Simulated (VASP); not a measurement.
Here is a VASP 6.6.1 calculation.

Contents of INCAR:

```
PREC = Accurate ; ENCUT = 520
EDIFF = 1E-6 ; ISMEAR = 0
SIGMA = 0.15 ; LREAL = F
LASPH = T ; NELM = 80
ALGO = Fast ; ISIF = 2
LWAVE = F ; LCHARG = T
GGA = PS ; LELF = T
LVHAR = T ; NBANDS = 24
```

Contents of KPOINTS:

```
Automatic mesh
0
Gamma
  20 20 14
```

POSCAR

```
TiC
1.0
    0.0000000000     -2.1466854843     -2.1466854843
    0.0000000000      2.1466854843     -2.1466854843
    4.2933709686      0.0000000000      0.0000000000
Ti C
2 2
Direct
    0.5436719774      0.4563280226      0.5000000000
   -0.0436719774      0.0436719774      0.0000000000
    0.4893191448      0.5106808552      0.0000000000
    0.0106808552     -0.0106808552      0.5000000000
```

Potentials or basis: VASP PAW PBE potentials, release 64 (Ti_sv, C).

Command:

```bash
$ cat potpaw_PBE.64/Ti_sv/POTCAR potpaw_PBE.64/C/POTCAR > POTCAR
$ mpirun -np 1 vasp_std > vasp.out
```

Task: What does it give for the pressure?

Result: 5.0 GPa.

Task: Estimate the band gap on the k mesh.

Result: Zero (bands 16 and 17 overlap by 1.27 eV).

Forces on the atoms (eV/Å):
```
Ti   0.000  3.076  0.000
Ti   0.000 -3.076  0.000
C    0.000  0.168  0.000
C    0.000 -0.168  0.000
```

Caveat: the cell differs from its parent crystal (atoms displaced along a vibrational mode); the stress differs along the axes, from -2 to 9 GPa; the PAW data sets were made with another functional, which shifts forces and pressure a little.
